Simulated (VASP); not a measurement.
Runs of VASP 6.6.1 on Ga. The structure is that of space group P6/mmm (No. 191), or close to it. The cells are those of the table. 

```csv
cell,gap on the mesh (eV),pressure (GPa)
"a = 2.962, b = 2.962, c = 2.813 Å, angles 90.0, 90.0, 120.1°, 1 atom",none,(a)
"a = 2.781, b = 2.781, c = 2.640 Å, angles 90.0, 90.0, 120.1°, 1 atom",none,5.8
"a = 2.898, b = 2.898, c = 2.752 Å, angles 90.0, 90.0, 120.1°, 1 atom",none,-1.1
"a = 2.750, b = 2.750, c = 2.611 Å, angles 90.0, 90.0, 120.1°, 1 atom",none,(b)
"a = 2.870, b = 2.870, c = 2.725 Å, angles 90.0, 90.0, 120.1°, 1 atom",none,0.1
```

Alike in all rows: task single point; level PBE; potentials or basis VASP PAW PBE potentials, release 64 (Ga_d); no spin polarisation; k mesh 22 × 22 × 20; cutoff (eV) 520; smearing gaussian 0.1 eV.

**Question.** Fill in the values left out.

**Answer.** (a) -3.3; (b) 8.6.

A k mesh can miss the band edges, and the runs leave out spin-orbit coupling on Ga.

A gap of «none» marks levels without a gap at the run's occupations.
